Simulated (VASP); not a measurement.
A run of VASP 6.6.1:

The input INCAR:

```
SYSTEM = Te
ALGO = Normal
EDIFF = 1E-7
ENCUT = 520
GGA = PE
ISIF = 2
ISMEAR = -1
LASPH = .True.
LCHARG = .False.
LREAL = .False.
LWAVE = .False.
NBANDS = 16
NELM = 60
PREC = Accurate
SIGMA = 0.02
```

File KPOINTS:

```
k-points
0
Gamma
  6 6 4
  0 0 0
```

The input POSCAR:

```
Te
1.0
    4.4712579917      0.0000000000      0.0000000000
   -2.2356289959      3.8722230077      0.0000000000
    0.0000000000      0.0000000000      5.9487466911
Te
3
Direct
    0.2641920560      0.0000000000      0.3333333333
    0.0000000000      0.2641920560      0.6666666667
    0.7358079440      0.7358079440      0.0000000000
```

Potentials or basis: VASP PAW PBE potentials, release 64 (Te).

The run is started by

```bash
$ cat potpaw_PBE.64/Te/POTCAR > POTCAR
$ mpirun -np 1 vasp_std > vasp.out
```

Hardware: 1 thread of Intel(R) Xeon(R) 6975P-C (Granite Rapids) (shared host).

Q: How long does it take, and how much memory?

A: It took 17 s on 1 thread of Intel(R) Xeon(R) 6975P-C (Granite Rapids) (shared host), peak memory 0.24 GiB. Counts: scf iterations 14, k points 24.
